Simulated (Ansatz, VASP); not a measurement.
## One calculation of Cl, two programs

```xyz
2
Lattice="2.3936 0.0000 0.0000 -1.1968 2.0729 0.0000 0.0000 0.0000 3.6967" Properties=species:S:1:pos:R:3 pbc="T T T"
Cl    0.0000    1.3819    0.9242
Cl    1.1968    0.6910    2.7725
```

Change from the starting cell: volume scaled by 0.4, norm-conserving files.

Alike in both runs: task single point; functional PBE; k mesh 14 × 14 × 8; occupations fermi-dirac, width 0.08 eV; no spin polarisation.

|  | VASP | Ansatz |
| --- | --- | --- |
| version | VASP 6.6.1 | Ansatz 0.2.0 |
| potentials or method | VASP PAW PBE potentials, release 64 (Cl) | norm-conserving pseudopotentials, scalar-relativistic |
| plane-wave cutoff (eV) | 520 | 789 |
| valence electrons in the cell | 14 | 14 |

```csv
,VASP,Ansatz,Ansatz less VASP
pressure (GPa),190.4,192.2,+1.81
"traceless stress, the component that is largest in VASP (GPa)",0.50,0.52,+0.022
```

Both programs put the cell under a high pressure, so it lies far from rest at this level. With one functional, cell and mesh, what is left measures potentials, basis and numerics.

Noted on VASP's run: the cell as given lies far from equilibrium.
